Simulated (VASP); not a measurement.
Write the native input for VASP 6.6.1 that does the following.

* Task: relaxation of cell and atoms
* Functional: PBE
* Potentials or basis: VASP PAW PBE potentials, release 64 (Zr_sv, Pb_d, O)
* Cutoff: 600 eV
* k mesh: 4 × 4 × 4
* Occupations: gaussian, width 0.1 eV
* Spin: no spin polarisation
* Dipole correction: no
* Further INCAR settings: ALGO = Normal; EDIFF = 1e-06; IBRION = 2; EDIFFG = -0.04; NSW = 90; ISIF = 3

The structure of ZrPbO4 lies in POSCAR:

```
ZrPbO4
1.0
    0.0000000000      3.4255226400      3.4255226400
    3.4255226400      0.0000000000      3.4255226400
    3.4255226400      3.4255226400      0.0000000000
Zr Pb O
1 1 4
Direct
    0.7500000000      0.7500000000      0.7500000000
    0.5000000000      0.5000000000      0.5000000000
    0.6227704100      0.1257432000      0.1257432000
    0.1257432000      0.6227704100      0.1257432000
    0.1257432000      0.1257432000      0.6227704100
    0.1257432000      0.1257432000      0.1257432000
```

The input as run:

INCAR

```
ALGO = Normal ; EDIFF = 1E-6
EDIFFG = -0.04 ; ENCUT = 600
GGA = PE ; IBRION = 2
ISIF = 3 ; ISMEAR = 0
LASPH = T ; LCHARG = F
LREAL = F ; LWAVE = F
NELM = 60 ; NSW = 90
PREC = Accurate ; SIGMA = 0.1
```

KPOINTS

```
k-points
0
Gamma
  4 4 4
```

Potentials or basis: VASP PAW PBE potentials, release 64 (Zr_sv, Pb_d, O).

Run with:

```console
$ cat potpaw_PBE.64/Zr_sv/POTCAR potpaw_PBE.64/Pb_d/POTCAR potpaw_PBE.64/O/POTCAR > POTCAR
$ mpirun -np 1 vasp_std > vasp.out
```

It gave:

```
Relaxed volume                         : 12.02 Å³/atom
Relaxed cell                           : a = 4.672 Å, b = 4.672 Å, c = 4.672 Å, α = 60.00°, β = 60.00°, γ = 60.00°
Space group after relaxing (to 0.05 Å) : F-43m (No. 216)
Energy gained by relaxing              : 57.2 meV/atom
Ionic steps                            : 5
Pressure after relaxing                : 0.1 GPa
Band gap on the k mesh                 : zero (band 25 reaches 8.28 eV, above the bottom of band 26 at 7.81 eV)
```

Caveat: the k points lie up to 0.41 Å⁻¹ apart in the final cell; spin-orbit coupling is left out, which moves the levels of the heavy elements.

Run time: 110 s on 1 thread of Intel(R) Xeon(R) Platinum 8488C (Sapphire Rapids), on a shared host, peak memory 0.25 GiB.
